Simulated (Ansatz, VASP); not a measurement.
Two plane-wave programs on SrAl3O2

The input INCAR:

```
SYSTEM = SrAl3O2
PREC = Accurate
ENCUT = 600
EDIFF = 1E-6
ISMEAR = 0
SIGMA = 0.1
LREAL = .False.
LASPH = .True.
NELM = 60
ALGO = Normal
ISIF = 3
LWAVE = .False.
LCHARG = .False.
GGA = PE
IBRION = 2
NSW = 100
EDIFFG = -0.01
```

KPOINTS

```
Automatic mesh
0
Gamma
  6 6 12
  0 0 0
```

POSCAR

```
SrAl3O2
1.0
    6.2104935163      0.0000000000      0.0000000000
   -3.1052467581      5.3784451551      0.0000000000
    0.0000000000      0.0000000000      3.1022398835
Sr Al O
1 3 2
Direct
    0.0000000000      0.0000000000      0.5000000000
    0.5000000000      0.0000000000      0.5000000000
    0.0000000000      0.5000000000      0.5000000000
    0.5000000000      0.5000000000      0.5000000000
    0.3333333333      0.6666666667      0.0000000000
    0.6666666667      0.3333333333      0.0000000000
```

Input for Ansatz:

```yaml
crystal:
  lattice:
    - [6.2104935163, 0.0, 0.0]
    - [-3.1052467581, 5.3784451551, 0.0]
    - [0.0, 0.0, 3.1022398835]
  atoms:
    - { symbol: Sr, position: [0.0, 0.0, 0.5] }
    - { symbol: Al, position: [0.5, 0.0, 0.5] }
    - { symbol: Al, position: [0.0, 0.5, 0.5] }
    - { symbol: Al, position: [0.5, 0.5, 0.5] }
    - { symbol: O, position: [0.3333333333, 0.6666666667, 0.0] }
    - { symbol: O, position: [0.6666666667, 0.3333333333, 0.0] }
basis:
  ecutwfc: 420
kpoints:
  mp_grid: { grid: [6, 6, 12] }
hamiltonian:
  xc: pbe
scf:
  occupations: { method: gaussian, width: 0.1 }
output:
  forces: true
  stress: true
  eigenvalues: true
  write_density: true
  write_potential: true
  elf: true
  volumetric_format: npy
relax:
  adjacent_minimum: "off"
  f_tol: 0.01
  max_steps: 80
  cell: { stress_tol: 0.05 }
```

Alike in both runs: task relaxation of cell and atoms; functional PBE; k mesh 6 × 6 × 12; occupations gaussian, width 0.1 eV; no spin polarisation.

|  | VASP | Ansatz |
| --- | --- | --- |
| version | VASP 6.6.1 | Ansatz 0.2.0 |
| potentials or method | VASP PAW PBE potentials, release 64 (Sr_sv, Al, O), cutoff 600 eV | scalar-relativistic, plane waves, PAW |
| valence electrons in the cell | 31 | 31 |

|  | VASP | Ansatz | Ansatz less VASP |
| --- | --- | --- | --- |
| gap on the k mesh at the Fermi level, each at its own relaxed structure (eV) | none | none | - |
| relaxed volume (Å³/atom) | 17.33 | 17.34 | +0.008 |
| relaxed cell length with the largest relative difference (Å) | 6.220 | 6.222 | +0.0023 |

A gap of «none» marks a metal or a gap that the smearing closes.
